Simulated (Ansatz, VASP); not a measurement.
Si in VASP and in Ansatz

```
Si
1.0
     3.83132    0.00000    0.00000
    -1.91566    3.31802    0.00000
     0.00000    0.00000    6.33262
Si
4
Direct
  0.42375 0.84750 0.11038
  0.66667 0.33333 0.56301
  0.33333 0.66667 0.43699
  0.66667 0.33333 0.93699
```

Alike in both runs: task single point; functional LDA; k mesh 12 × 12 × 6; occupations gaussian, width 0.03 eV; no spin polarisation.

|  | VASP | Ansatz |
| --- | --- | --- |
| version | VASP 6.6.1 | Ansatz 0.2.0 |
| potentials or method | VASP PAW LDA potentials, release 64 (Si), cutoff 520 eV | scalar-relativistic, plane waves, PAW |
| valence electrons in the cell | 16 | 16 |

```csv
,VASP,Ansatz,Ansatz less VASP
gap on the k mesh at the Fermi level (eV),none,none,-
pressure (GPa),5.3,5.3,0.00
"traceless stress, the component that is largest in VASP (GPa)",-14.57,-14.57,-0.005
rms of the force components (eV/Å),2.971,2.975,+0.0043
```

LDA's correlation is that of Perdew and Zunger in VASP and of Perdew and Wang (1992) in Ansatz. Atom by atom the forces differ by 0.007 eV/Å (rms over components). A gap of «none» marks a metal or a gap that the smearing closes.
